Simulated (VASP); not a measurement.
# Na2TlHgF6 in VASP: a series of runs

Runs on Na2TlHgF6. Level: PBE. Tasks: single point.

Program: VASP 6.6.1. These are calculated values, not measurements. Logs are shortened: lines on timing, memory, paths and dates and some standing lists are left out, and cuts for length are marked.

### Step 1. The cell of the first run

The structure is tetragonal, space group I4/mmm (No. 139). The conventional cell has a = 6.548 Å, b = 6.548 Å, c = 9.399 Å, α = 90.00°, β = 90.00°, γ = 90.00°. Na (site symmetry -4m2) has 12 F at 3.27 to 3.30 Å and 4 Tl at 4.03 Å and 4 Hg at 4.03 Å within 4.3 Å. Tl (site symmetry 4/mmm) has 6 F at 2.28 to 2.33 Å within 3.0 Å. Hg (site symmetry 4/mmm) has 6 F at 2.30 to 2.42 Å within 3.0 Å. Within 3.0 Å of F (site symmetry 4mm) lie 1 Tl at 2.28 Å and 1 Hg at 2.42 Å. F (site symmetry m2m) has 1 Hg at 2.30 Å and 1 Tl at 2.33 Å within 3.0 Å.

### Step 2. Single point, PBE (strained and its atoms moved)

INCAR reads:

```
SYSTEM = Na2TlHgF6
PREC = Accurate ; ENCUT = 520
EDIFF = 1E-7 ; ISMEAR = 0
SIGMA = 0.1 ; LREAL = .False.
LASPH = .True. ; NELM = 100
ALGO = Normal ; ISIF = 2
LWAVE = .False. ; LCHARG = .False.
GGA = PE ; NBANDS = 52
```

KPOINTS reads:

```
Automatic mesh
0
Gamma
  6 6 6
  0 0 0
```

POSCAR reads:

```
Na2TlHgF6
1.0
    0.0000000000      4.6304644358      4.6304644358
    4.6995456008      0.0000000000      4.6304644358
    4.6995456008      4.6304644358      0.0000000000
Na Tl Hg F
2 1 1 6
Direct
    0.7500000000      0.7500000000      0.7500000000
    0.2500000000      0.2500000000      0.2500000000
    0.0000000000      0.0000000000      0.0000000000
    0.5000000000      0.5000000000      0.5000000000
    0.7573128102      0.2426871898      0.2426871898
    0.2515572107      0.2515572107      0.7484427893
    0.2426871898      0.7573128102      0.7573128102
    0.2515572107      0.7484427893      0.2515572107
    0.7484427893      0.2515572107      0.7484427893
    0.7484427893      0.7484427893      0.2515572107
```

Potentials or basis: VASP PAW PBE potentials, release 64 (Na_pv, Tl_d, Hg, F).

On the command line:

```console
> cat potpaw_PBE.64/Na_pv/POTCAR potpaw_PBE.64/Tl_d/POTCAR potpaw_PBE.64/Hg/POTCAR potpaw_PBE.64/F/POTCAR > POTCAR
> mpirun -np 1 vasp_std > vasp.out
```

OUTCAR:

```text
SYSTEM = Na2TlHgF6
   PREC = Accurate
   ENCUT = 520
   EDIFF = 1E-7
   ISMEAR = 0
   LREAL = .False.
   LASPH = .True.
   NELM = 100
   ISIF = 2
   GGA = PE

 ion  position               nearest neighbor table
   1  0.750  0.750  0.750-
   2  0.250  0.250  0.250-
   3  0.000  0.000  0.000-   5 2.28   7 2.28   6 2.33   8 2.33   9 2.33  10 2.33
   4  0.500  0.500  0.500-   6 2.30   8 2.30   9 2.30  10 2.30   7 2.42   5 2.42
   5  0.757  0.243  0.243-   3 2.28   4 2.42
   6  0.252  0.252  0.748-   4 2.30   3 2.33
   7  0.243  0.757  0.757-   3 2.28   4 2.42
   8  0.252  0.748  0.252-   4 2.30   3 2.33
   9  0.748  0.252  0.748-   4 2.30   3 2.33
  10  0.748  0.748  0.252-   4 2.30   3 2.33

  LATTYP: Found a body centered tetragonal cell.
 ALAT       =     6.5484656052
 C/A-ratio  =     1.4353119904

  Lattice vectors:

 A1 = (   4.6995456008,   0.0000000000,   4.6304644358)
 A2 = (   4.6995456008,   0.0000000000,  -4.6304644358)
 A3 = (  -4.6995456008,   4.6304644358,   0.0000000000)

Analysis of symmetry for initial positions (statically):
=====================================================================
 Subroutine PRICEL returns:
 Original cell was already a primitive cell.

 Routine SETGRP: Setting up the symmetry group for a
 body centered tetragonal supercell.

 Subroutine GETGRP returns: Found 16 space group operations
 (whereof 16 operations were pure point group operations)
 out of a pool of 16 trial point group operations.

The static configuration has the point symmetry D_4h.

Analysis of symmetry for dynamics (positions and initial velocities):
=====================================================================
 Subroutine PRICEL returns:
 Original cell was already a primitive cell.

 Routine SETGRP: Setting up the symmetry group for a
 body centered tetragonal supercell.

 Subroutine GETGRP returns: Found 16 space group operations
 (whereof 16 operations were pure point group operations)
 out of a pool of 16 trial point group operations.

The dynamic configuration has the point symmetry D_4h.

 Subroutine INISYM returns: Found 16 space group operations
 (whereof 16 operations are pure point group operations),
 and found     1 'primitive' translations

----------------------------------------------------------------------------------------

                                     Primitive cell

  volume of cell :     201.5278

  direct lattice vectors                    reciprocal lattice vectors
     0.000000000  4.630464436  4.630464436    -0.106393265  0.107980529  0.107980529
     4.699545601  0.000000000  4.630464436     0.106393265 -0.107980529  0.107980529
     4.699545601  4.630464436  0.000000000     0.106393265  0.107980529 -0.107980529

  length of vectors
     6.548465605  6.597494202  6.597494202     0.186115868  0.186115868  0.186115868

  position of ions in fractional coordinates (direct lattice)
     0.750000000  0.750000000  0.750000000
     0.250000000  0.250000000  0.250000000
     0.000000000  0.000000000  0.000000000
     0.500000000  0.500000000  0.500000000
     0.757312810  0.242687190  0.242687190
     0.251557211  0.251557211  0.748442789
     0.242687190  0.757312810  0.757312810
     0.251557211  0.748442789  0.251557211
     0.748442789  0.251557211  0.748442789
     0.748442789  0.748442789  0.251557211

  ion indices of the primitive-cell ions
   primitive index   ion index
                 1           1
                 2           2
                 3           3
                 4           4
                 5           5
                 6           6
                 7           7
                 8           8
                 9           9
                10          10

----------------------------------------------------------------------------------------

 KPOINTS: Automatic mesh

Automatic generation of k-mesh.
 Grid dimensions read from file:
 generate k-points for:    6    6    6

 Generating k-lattice:

  Cartesian coordinates                     Fractional coordinates (reciprocal lattice)
    -0.017732211  0.017996755  0.017996755     0.166666667 -0.000000000 -0.000000000
     0.017732211 -0.017996755  0.017996755     0.000000000  0.166666667  0.000000000
     0.017732211  0.017996755 -0.017996755     0.000000000  0.000000000  0.166666667

  Length of vectors
     0.031019311  0.031019311  0.031019311

  Shift w.r.t. Gamma in fractional coordinates (k-lattice)
     0.000000000  0.000000000  0.000000000

 Subroutine IBZKPT returns following result:
 ===========================================

 Found     30 irreducible k-points:

 Following reciprocal coordinates:
            Coordinates               Weight
  0.000000  0.000000  0.000000      1.000000
  0.166667  0.000000  0.000000      8.000000
  0.333333  0.000000  0.000000      8.000000
  0.500000  0.000000  0.000000      4.000000
  0.166667  0.166667  0.000000      4.000000
  0.333333  0.166667  0.000000     16.000000
[... 16 lines left out ...]
 -0.333333  0.500000  0.166667      4.000000
  0.333333 -0.333333  0.166667      8.000000
 [... further k-points ...]
   k-points           NKPTS =     30   k-points in BZ     NKDIM =     30   number of bands    NBANDS=     52
   number of dos      NEDOS =    301   number of ions     NIONS =     10
   total plane-waves  NPLWV = 125000
   dimension x,y,z NGX =    50 NGY =   50 NGZ =   50
   dimension x,y,z NGXF=   100 NGYF=  100 NGZF=  100
   ions per type =               2   1   1   6
   NGX,Y,Z   is equivalent  to a cutoff of  12.69, 12.60, 12.60 a.u.
   NGXF,Y,Z  is equivalent  to a cutoff of  25.39, 25.20, 25.20 a.u.
 SYSTEM =  Na2TlHgF6
   PREC   = accura    normal or accurate (medium, high low for compatibility)
   ISTART =      0    job   : 0-new  1-cont  2-samecut
   ICHARG =      2    charge: 1-file 2-atom 10-const
   ISPIN  =      1    spin polarized calculation?
   LNONCOLLINEAR =      F non collinear calculations
   LSORBIT =      F    spin-orbit coupling
   LASPH  =      T    aspherical Exc in radial PAW
   ENCUT  =  520.0 eV  38.22 Ry    6.18 a.u.  12.18 12.27 12.27*2*pi/ulx,y,z
   NELM   =    100;   NELMIN=  2; NELMDL= -5     # of ELM steps
   EDIFF  = 0.1E-06   stopping-criterion for ELM
   LREAL  =      F    real-space projection
   EDIFFG = 0.1E-05   stopping-criterion for IOM
   NSW    =      0    number of steps for IOM
   IBRION =     -1    ionic relax: 0-MD 1-quasi-New 2-CG
   NFREE  =      0    steps in history (QN), initial steepest desc. (CG)
   ISIF   =      2    stress and relaxation
   ISYM   =      2    0-nonsym 1-usesym 2-fastsym
   POTIM  = 0.5000    time-step for ionic-motion
   TEBEG  =    0.0;   TEEND  =   0.0 temperature during run
   PSTRESS=    0.0 pullay stress
   NELECT =      81.0000    total number of electrons
   NUPDOWN=      -1.0000    fix difference up-down
   EMIN   =  10.00;   EMAX   =-10.00  energy-range for DOS
   EFERMI =   0.00;   METHOD = LEGACY
   ISMEAR =     0;   SIGMA  =   0.10  broadening in eV -4-tet -1-fermi 0-gaus
   EFERMI_NEDOS =   21; number of points for ismear=-14 and -15
   IALGO  =     38    algorithm
   IMIX   =      4    mixing-type and parameters
     AMIX     =   0.40;   BMIX     =  1.00
     AMIX_MAG =   1.60;   BMIX_MAG =  1.00
  volume/ion in A,a.u.               =      20.15       136.00
  Fermi-wavevector in a.u.,A,eV,Ry     =   1.208161  2.283093 19.859788  1.459653
  Thomas-Fermi vector in A             =   2.343777
   LORBIT       =      0    0 simple, 1 ext, 2 COOP (PROOUT), +10 PAW based schemes
   GGA     = PE    functional components
   LHFCALC =     F    Hartree Fock is set to
   AEXX    =    0.0000 exact exchange contribution
   IVDW    =     0    specifies the selected vdW correction
   LEPSILON=     F    determine dielectric tensor
   LRPA    =     F    only Hartree local field effects (RPA)
 non-spin polarized calculation
 Gauss-broadening in eV      SIGMA  =   0.10
  energy-cutoff  :      520.00
  volume of cell :      201.53
 maximum number of plane-waves:      5447
 NGX is ok and might be reduce to    50
   NGX = 25   NGY = 25   NGZ = 25

 number of electron      81.0000043 magnetization

 Free energy of the ion-electron system (eV)
  ---------------------------------------------------
  ext. energy  EPLUGINS =         0.00000000
  ---------------------------------------------------
  free energy    TOTEN  =       -34.31541187 eV

  energy without entropy =      -34.30564960  energy(sigma->0) =      -34.31053074

 E-fermi :   0.4641     XC(G=0):  -7.8447

 val. band max:        0.4530839546   @ k =   0.5000   0.0000   0.0000
 cond. band min:       0.4651548605   @ k =   0.3333   0.5000   0.1667
 fundamental gap:      0.0120709060
 Fermi energy:         0.4641292800

 k-point     1 :       0.0000    0.0000    0.0000
  band No.  band energies     occupation
      1     -24.2601      2.00000
      2     -24.2593      2.00000
      3     -24.2593      2.00000
      4     -24.2593      2.00000
      5     -24.2583      2.00000
      6     -24.2583      2.00000
[... 44 lines left out ...]
     51       8.0545      0.00000
     52       8.2708      0.00000

 k-point     2 :       0.1667    0.0000    0.0000
  band No.  band energies     occupation
      1     -24.2601      2.00000
      2     -24.2594      2.00000
      3     -24.2594      2.00000
      4     -24.2593      2.00000
      5     -24.2585      2.00000
      6     -24.2584      2.00000
[... 44 lines left out ...]
     51       7.7707      0.00000
     52       8.0214      0.00000
[... 1153 lines left out ...]
     51       8.7394      0.00000
     52       9.1405      0.00000

 k-point    24 :       0.3333   -0.3333    0.1667
  band No.  band energies     occupation
      1     -24.2602      2.00000
      2     -24.2601      2.00000
      3     -24.2599      2.00000
      4     -24.2599      2.00000
      5     -24.2583      2.00000
      6     -24.2583      2.00000
[... 44 lines left out ...]
     51       8.9308      0.00000
     52       9.1256      0.00000

 [... further k-points ...]

------------------------ aborting loop because EDIFF is reached ----------------------------------------

  FORCE on cell =-STRESS in cart. coord.  units (eV):
  Direction    XX          YY          ZZ          XY          YZ          ZX
  --------------------------------------------------------------------------------------
  -------------------------------------------------------------------------------------
  Total       -1.6777353     -1.4925960     -1.4925960     -0.0000000      0.0000000      0.0000000
  in kB      -13.3382559    -11.8663698    -11.8663698     -0.0000000      0.0000000      0.0000000
  external PRESSURE =     -12.3569985 kB  Pullay stress =       0.0000000 kB

 VOLUME and BASIS-vectors are now :
 -----------------------------------------------------------------------------
  energy-cutoff  :      520.00
  volume of cell :      201.53
      direct lattice vectors                 reciprocal lattice vectors
     0.000000000  4.630464436  4.630464436    -0.106393265  0.107980529  0.107980529
     4.699545601  0.000000000  4.630464436     0.106393265 -0.107980529  0.107980529
     4.699545601  4.630464436  0.000000000     0.106393265  0.107980529 -0.107980529

 POSITION                                       TOTAL-FORCE (eV/Angst)
 -----------------------------------------------------------------------------------
      7.04932      6.94570      6.94570         0.000000      0.000000      0.000000
      2.34977      2.31523      2.31523        -0.000000      0.000000     -0.000000
      0.00000      0.00000      0.00000         0.000000      0.000000      0.000000
      4.69955      4.63046      4.63046         0.000000      0.000000     -0.000000
      2.28104      4.63046      4.63046         0.284768      0.000000      0.000000
      4.69955      4.63046      2.32965         0.000000      0.000000     -0.075528
      7.11805      4.63046      4.63046        -0.284768      0.000000      0.000000
      4.69955      2.32965      4.63046         0.000000     -0.075528      0.000000
      4.69955      6.93128      4.63046         0.000000      0.075528      0.000000
      4.69955      4.63046      6.93128         0.000000      0.000000      0.075528
 -----------------------------------------------------------------------------------
    total drift:                                0.000000      0.000000     -0.000000

  FREE ENERGIE OF THE ION-ELECTRON SYSTEM (eV)
  ---------------------------------------------------
  free  energy   TOTEN  =       -34.3154118731 eV

  energy  without entropy=      -34.3056496016  energy(sigma->0) =      -34.31053074
```

Run time: 3.5 min. Hardware: 1 thread of AMD EPYC 9R45 (Zen 5), shared host; peak memory 0.49 GiB.

What came out:

```yaml
Free_energy: -34.3154 eV
Pressure: -1.2 GPa
Largest_force: 0.285 eV/Å
Band_gap_on_the_k_mesh: zero (an odd number of electrons rules out a gap without spin polarisation)
```

Forces in eV/Å, atoms in the order of the input:
```
Na   0.000  0.000  0.000
Na   0.000  0.000  0.000
Tl   0.000  0.000  0.000
Hg   0.000  0.000  0.000
F    0.285  0.000  0.000
F    0.000  0.000 -0.076
F   -0.285  0.000  0.000
F    0.000 -0.076  0.000
F    0.000  0.076  0.000
F    0.000  0.000  0.076
```

Levels at points of the mesh, in eV from the Fermi level:
```
           k point  band 37  band 38  band 39  band 40  band 41  band 42  band 43  band 44
(0.00, 0.00, 0.00)    -3.39    -3.39    -2.43    -2.12    -1.93     2.74     3.55     4.65
(0.50, 0.00, 0.00)    -3.53    -3.48    -3.04    -2.77    -0.01     1.03     3.73     4.00
(0.50, 0.50, 0.00)    -3.40    -3.39    -3.39    -2.26     0.50     2.09     3.11     4.44
(0.00, 0.50, 0.50)    -3.42    -3.40    -3.40    -2.12     0.35     2.17     3.04     4.47
```

Caveat: the cell differs from its parent crystal (strained and its atoms moved); spin-orbit coupling is left out, which moves the levels of the heavy elements; an odd number of electrons without spin polarisation forces a metal; a magnetic or distorted state may lie lower.

(Part 1 of 2 ends here.)

The gap in the log of VASP goes by the Fermi energy; the results here count the filled bands.